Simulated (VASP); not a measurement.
The system is SiS3.

```
Si S
1.0
     6.10652    0.00000    0.00000
    -3.05326    5.28840    0.00000
     0.00000    0.00000    4.90143
Si S
2 6
Direct
  0.33333 0.66667 0.25000
  0.66667 0.33333 0.75000
  0.83300 0.66600 0.25000
  0.16700 0.83300 0.75000
  0.33400 0.16700 0.25000
  0.16700 0.33400 0.75000
  0.83300 0.16700 0.25000
  0.66600 0.83300 0.75000
```

| Quantity | Value |
| --- | --- |
| Program | VASP 6.6.1 |
| Task | relaxation of cell and atoms |
| Functional | r2SCAN |
| Potentials or basis | VASP PAW PBE potentials, release 64 (Si, S) |
| Cutoff | 600 eV |
| k mesh | 3 × 3 × 4 |
| Occupations | gaussian, width 0.1 eV |
| Spin | no spin polarisation |

At the start: pressure -9.8 GPa; volume 19.79 Å³/atom.

Question: Where does the relaxation end?

Answer: Over 25 steps the energy falls by 258.9 meV/atom and the volume is 18.17 Å³/atom (-8.2 %); space group P6_3/mmc (No. 194, to 0.1 Å) before and after.

The path:
```tsv
step	energy change (eV)	largest force (eV/Å)	pressure (GPa)	volume (Å³)
1	0.0000	0.6191	-9.79	158.29
2	-1.1469	0.5619	-1.22	132.16
3	-1.1766	0.5888	0.86	128.29
4	-1.4374	0.5364	1.53	127.35
5	-1.6022	0.0017	7.08	123.92
6	-1.6233	0.2469	4.60	125.08
7	-1.6336	0.1671	5.36	124.65
8	-1.8008	0.1967	2.93	130.42
9	-1.8945	0.3532	1.09	136.81
10	-1.9003	0.1215	-1.46	150.02
11	-1.9340	0.3004	-0.30	143.02
12	-1.9673	0.1453	-0.24	143.92
13	-1.9826	0.0522	-0.05	144.91
14	-2.0111	0.0161	-0.55	145.04
15	-2.0301	0.1093	-1.08	145.16
16	-2.0328	0.1460	-1.22	145.18
17	-2.0501	0.0638	-0.17	142.96
18	-2.0523	0.0260	0.42	141.85
19	-2.0554	0.0461	0.51	141.87
20	-2.0597	0.0733	0.81	141.90
21	-2.0600	0.0720	0.72	141.90
22	-2.0640	0.0828	0.51	142.69
23	-2.0679	0.0950	0.01	144.67
24	-2.0707	0.0299	0.08	145.06
25	-2.0713	0.0155	0.14	145.33
```

Final structure:
```yaml
crystal:
  lattice:
    - [5.77307, 0.00000, 0.00000]
    - [-2.88654, 4.99963, 0.00000]
    - [0.00000, 0.00000, 5.03506]
  atoms:
    - { symbol: Si, position: [0.33333, 0.66667, 0.25000] }
    - { symbol: Si, position: [0.66667, 0.33333, 0.75000] }
    - { symbol: S, position: [0.79907, 0.59815, 0.25000] }
    - { symbol: S, position: [0.20093, 0.79907, 0.75000] }
    - { symbol: S, position: [0.40185, 0.20093, 0.25000] }
    - { symbol: S, position: [0.20093, 0.40185, 0.75000] }
    - { symbol: S, position: [0.79907, 0.20093, 0.25000] }
    - { symbol: S, position: [0.59815, 0.79907, 0.75000] }
```

Caveat: the k points lie up to 0.42 Å⁻¹ apart in the final cell, too coarse for converged energies and pressures of a metal; the PAW data sets were made with another functional, which shifts forces and pressure a little.
